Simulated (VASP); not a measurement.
# MnSb (rocksalt type) (Fm-3m) in VASP: further runs

MnSb (rocksalt type) is run at these levels: PBE; tasks: single point, relaxation of cell and atoms.

Everything below comes from runs of VASP 6.6.1. Logs are shortened: lines on timing, memory, paths and dates and some standing lists are left out, and cuts for length are marked.

## 1. The cell of the first run

The structure is cubic, space group Fm-3m (No. 225). The conventional cell has a = 5.572 Å, b = 5.572 Å, c = 5.572 Å, α = 90.00°, β = 90.00°, γ = 90.00°. Within 3.7 Å of Mn (site symmetry m-3m) lie 6 Sb at 2.79 Å. Within 3.7 Å of Sb (site symmetry m-3m) lie 6 Mn at 2.79 Å.

## 2. Single point, PBE, non-collinear spin, typed start, spin-orbit coupling

INCAR reads:

```
SYSTEM = MnSb
ALGO = Normal
EDIFF = 1E-6
ENCUT = 520
GGA = PE
GGA_COMPAT = .FALSE.
ISIF = 2
ISMEAR = -1
LASPH = .TRUE.
LCHARG = .FALSE.
LMAXMIX = 4
LORBIT = 11
LORBMOM = .TRUE.
LREAL = .FALSE.
LSORBIT = .TRUE.
LWAVE = .FALSE.
MAGMOM = 0 0 4 0 0 0
NBANDS = 30
NELM = 150
PREC = Accurate
SIGMA = 0.03
```

KPOINTS reads:

```
k-points
0
G
  11 11 11
  0 0 0
```

POSCAR reads:

```
MnSb
1.0
    0.0000000000      2.7858175484      2.7858175484
    2.7858175484      0.0000000000      2.7858175484
    2.7858175484      2.7858175484      0.0000000000
Mn Sb
1 1
Direct
    0.0000000000      0.0000000000      0.0000000000
    0.5000000000      0.5000000000      0.5000000000
```

Potentials or basis: VASP PAW PBE potentials, release 64 (Mn_pv, Sb).

Command:

```console
$ cat potpaw_PBE.64/Mn_pv/POTCAR potpaw_PBE.64/Sb/POTCAR > POTCAR
$ mpirun -np 1 vasp_ncl > vasp.out
```

OUTCAR:

```text
SYSTEM = MnSb
   EDIFF = 1E-6
   ENCUT = 520
   GGA = PE
   ISIF = 2
   ISMEAR = -1
   LASPH = .TRUE.
   LORBIT = 11
   LREAL = .FALSE.
   LSORBIT = .TRUE.
   NELM = 150
   PREC = Accurate

 ion  position               nearest neighbor table
   1  0.000  0.000  0.000-   2 2.79   2 2.79   2 2.79   2 2.79   2 2.79   2 2.79
   2  0.500  0.500  0.500-   1 2.79   1 2.79   1 2.79   1 2.79   1 2.79   1 2.79

  LATTYP: Found a face centered cubic cell.
 ALAT       =     5.5716350968

  Lattice vectors:

 A1 = (   0.0000000000,   2.7858175484,   2.7858175484)
 A2 = (   2.7858175484,   0.0000000000,   2.7858175484)
 A3 = (   2.7858175484,   2.7858175484,   0.0000000000)

Analysis of symmetry for initial positions (statically):
=====================================================================
 Subroutine PRICEL returns:
 Original cell was already a primitive cell.

 Routine SETGRP: Setting up the symmetry group for a
 face centered cubic supercell.

 Subroutine GETGRP returns: Found 48 space group operations
 (whereof 48 operations were pure point group operations)
 out of a pool of 48 trial point group operations.

The static configuration has the point symmetry O_h .

Analysis of symmetry for dynamics (positions and initial velocities):
=====================================================================
 Subroutine PRICEL returns:
 Original cell was already a primitive cell.

 Routine SETGRP: Setting up the symmetry group for a
 face centered cubic supercell.

 Subroutine GETGRP returns: Found 48 space group operations
 (whereof 48 operations were pure point group operations)
 out of a pool of 48 trial point group operations.

The dynamic configuration has the point symmetry O_h .

Analysis of structural, dynamic, and magnetic symmetry:
=====================================================================
 Subroutine PRICEL returns:
 Original cell was already a primitive cell.

 Routine SETGRP: Setting up the symmetry group for a
 face centered cubic supercell.

 Subroutine GETGRP returns: Found  8 space group operations
 (whereof  8 operations were pure point group operations)
 out of a pool of 48 trial point group operations.

The overall configuration has the point symmetry C_4h.

 Subroutine INISYM returns: Found  8 space group operations
 (whereof  8 operations are pure point group operations),
 and found     1 'primitive' translations

----------------------------------------------------------------------------------------

                                     Primitive cell

  volume of cell :      43.2402

  direct lattice vectors                    reciprocal lattice vectors
     0.000000000  2.785817548  2.785817548    -0.179480526  0.179480526  0.179480526
     2.785817548  0.000000000  2.785817548     0.179480526 -0.179480526  0.179480526
     2.785817548  2.785817548  0.000000000     0.179480526  0.179480526 -0.179480526

  length of vectors
     3.939740959  3.939740959  3.939740959     0.310869391  0.310869391  0.310869391

  position of ions in fractional coordinates (direct lattice)
     0.000000000  0.000000000  0.000000000
     0.500000000  0.500000000  0.500000000

  ion indices of the primitive-cell ions
   primitive index   ion index
                 1           1
                 2           2

----------------------------------------------------------------------------------------

 KPOINTS: k-points

Automatic generation of k-mesh.
 Grid dimensions read from file:
 generate k-points for:   11   11   11

 Generating k-lattice:

  Cartesian coordinates                     Fractional coordinates (reciprocal lattice)
[... 94 lines left out ...]
 NGX is ok and might be reduce to    30
   NGX = 15   NGY = 15   NGZ = 15

 number of electron      17.9999991 magnetization      -0.0000000     -0.0000000      3.7877544

 number of electron      17.9999991 magnetization       0.0000000      0.0000000      3.7877461

 number of electron      17.9999991 magnetization      -0.0000000      0.0000000      3.7877395

 Free energy of the ion-electron system (eV)
  ---------------------------------------------------
  ext. energy  EPLUGINS =         0.00000000
  ---------------------------------------------------
  free energy    TOTEN  =       -12.93538569 eV

  energy without entropy =      -12.93291645  energy(sigma->0) =      -12.93415107

 E-fermi :   7.7624     XC(G=0): -10.6224

 val. band max:        7.7612783082   @ k =   0.0000   0.2727   0.1818
 cond. band min:       7.7636924649   @ k =   0.0909   0.4545   0.3636
 fundamental gap:      0.0024141567
 Fermi energy:         7.7624406918

 k-point     1 :       0.0000    0.0000    0.0000
  band No.  band energies     occupation
      1     -43.0357      1.00000
      2     -42.6382      1.00000
      3     -42.1233      1.00000
      4     -38.9653      1.00000
      5     -38.5702      1.00000
      6     -38.2341      1.00000
[... 781 lines left out ...]
     29      13.6974      0.00000
     30      14.2836      0.00000

 [... further k-points ...]

------------------------ aborting loop because EDIFF is reached ----------------------------------------

  FORCE on cell =-STRESS in cart. coord.  units (eV):
  Direction    XX          YY          ZZ          XY          YZ          ZX
  --------------------------------------------------------------------------------------
  -------------------------------------------------------------------------------------
  Total        0.0139152      0.0139152      0.0220049      0.0000003      0.0000000      0.0000000
  in kB        0.5156000      0.5156000      0.8153454      0.0000113      0.0000000      0.0000000
  external PRESSURE =       0.6155151 kB  Pullay stress =       0.0000000 kB

 VOLUME and BASIS-vectors are now :
 -----------------------------------------------------------------------------
  energy-cutoff  :      520.00
  volume of cell :       43.24
      direct lattice vectors                 reciprocal lattice vectors
     0.000000000  2.785817548  2.785817548    -0.179480526  0.179480526  0.179480526
     2.785817548  0.000000000  2.785817548     0.179480526 -0.179480526  0.179480526
     2.785817548  2.785817548  0.000000000     0.179480526  0.179480526 -0.179480526

 POSITION                                       TOTAL-FORCE (eV/Angst)
 -----------------------------------------------------------------------------------
      0.00000      0.00000      0.00000         0.000000     -0.000000     -0.000000
      2.78582      2.78582      2.78582         0.000000      0.000000      0.000000
 -----------------------------------------------------------------------------------
    total drift:                               -0.000000      0.000000      0.000000

  FREE ENERGIE OF THE ION-ELECTRON SYSTEM (eV)
  ---------------------------------------------------
  free  energy   TOTEN  =       -12.9353856902 eV

  energy  without entropy=      -12.9329164532  energy(sigma->0) =      -12.93415107

 orbital moment (x)

 # of ion     p       d       tot
 ----------------------------------------
  1         0.000  -0.000  -0.000
  2         0.000  -0.000   0.000
 ----------------------------------------
            0.000  -0.000  -0.000

 orbital moment (y)

 # of ion     p       d       tot
 ----------------------------------------
  1         0.000   0.000   0.000
  2         0.000  -0.000   0.000
 ----------------------------------------
            0.000   0.000   0.000

 orbital moment (z)

 # of ion     p       d       tot
 ----------------------------------------
  1        -0.001   0.042   0.041
  2        -0.002  -0.001  -0.003
 ----------------------------------------
           -0.002   0.040   0.038

 Spin-Orbit-Coupling matrix elements

 Ion:    1  E_soc:     -0.0286629
 l=   1
     0.0000000    -0.0036849    -0.0036788
    -0.0036849     0.0000000    -0.0036849
    -0.0036788    -0.0036849     0.0000000
 l=   2
     0.0000000    -0.0002965     0.0000000    -0.0002965    -0.0005933
    -0.0002965     0.0000000    -0.0007678    -0.0000519    -0.0002545
     0.0000000    -0.0007678     0.0000000    -0.0007678     0.0000000
    -0.0002965    -0.0000519    -0.0007678     0.0000000    -0.0002545
    -0.0005933    -0.0002545     0.0000000    -0.0002545     0.0000000
 l=   3
     0.0000000     0.0000000     0.0000000     0.0000000     0.0000000     0.0000000     0.0000000
     0.0000000     0.0000000     0.0000000     0.0000000     0.0000000     0.0000000     0.0000000
     0.0000000     0.0000000     0.0000000     0.0000000     0.0000000     0.0000000     0.0000000
     0.0000000     0.0000000     0.0000000     0.0000000     0.0000000     0.0000000     0.0000000
     0.0000000     0.0000000     0.0000000     0.0000000     0.0000000     0.0000000     0.0000000
     0.0000000     0.0000000     0.0000000     0.0000000     0.0000000     0.0000000     0.0000000
     0.0000000     0.0000000     0.0000000     0.0000000     0.0000000     0.0000000     0.0000000

 Ion:    2  E_soc:     -0.1261551
 l=   1
     0.0000000    -0.0208815    -0.0208348
    -0.0208815     0.0000000    -0.0208815
    -0.0208348    -0.0208815     0.0000000
 l=   2
     0.0000000    -0.0000298     0.0000000    -0.0000298    -0.0001193
    -0.0000298     0.0000000    -0.0001014    -0.0000302    -0.0000339
     0.0000000    -0.0001014     0.0000000    -0.0001014     0.0000000
    -0.0000298    -0.0000302    -0.0001014     0.0000000    -0.0000339
    -0.0001193    -0.0000339     0.0000000    -0.0000339     0.0000000
 l=   3
     0.0000000     0.0000000     0.0000000     0.0000000     0.0000000     0.0000000     0.0000000
     0.0000000     0.0000000     0.0000000     0.0000000     0.0000000     0.0000000     0.0000000
     0.0000000     0.0000000     0.0000000     0.0000000     0.0000000     0.0000000     0.0000000
     0.0000000     0.0000000     0.0000000     0.0000000     0.0000000     0.0000000     0.0000000
     0.0000000     0.0000000     0.0000000     0.0000000     0.0000000     0.0000000     0.0000000
     0.0000000     0.0000000     0.0000000     0.0000000     0.0000000     0.0000000     0.0000000
     0.0000000     0.0000000     0.0000000     0.0000000     0.0000000     0.0000000     0.0000000

 total charge

# of ion       s       p       d       tot
------------------------------------------
    1        0.282   6.186   5.003  11.471
    2        1.143   1.302   0.037   2.482
--------------------------------------------------
tot          1.425   7.488   5.040  13.952

 magnetization (x)

# of ion       s       p       d       tot
------------------------------------------
    1        0.000   0.000   0.000   0.000
    2        0.000   0.000   0.000   0.000
--------------------------------------------------
tot          0.000   0.000   0.000   0.000

 magnetization (y)

# of ion       s       p       d       tot
------------------------------------------
    1        0.000   0.000   0.000   0.000
    2        0.000   0.000   0.000   0.000
--------------------------------------------------
tot          0.000   0.000   0.000   0.000

 magnetization (z)

# of ion       s       p       d       tot
------------------------------------------
    1        0.074   0.034   3.614   3.723
    2        0.014  -0.130   0.010  -0.105
--------------------------------------------------
tot          0.088  -0.095   3.624   3.617
```

Wall time 21 min (1 thread of Intel Xeon Platinum 8559C (Emerald Rapids), shared host); peak memory 0.54 GiB.

Results:

- Free energy: -12.9354 eV
- Pressure: 0.1 GPa
- Net moment: 3.79 μB per cell
- Valence electrons inside the program's atomic spheres: Mn 11.47; Sb 2.48

Moments on the atoms (μB; x, y, z):
```
Mn   0.00  0.00  3.72
Sb   0.00  0.00 -0.10
```

Caveat: a cell with one magnetic atom can't hold antiferromagnetic order, which such compounds often take.

[end of part 1 of 2]
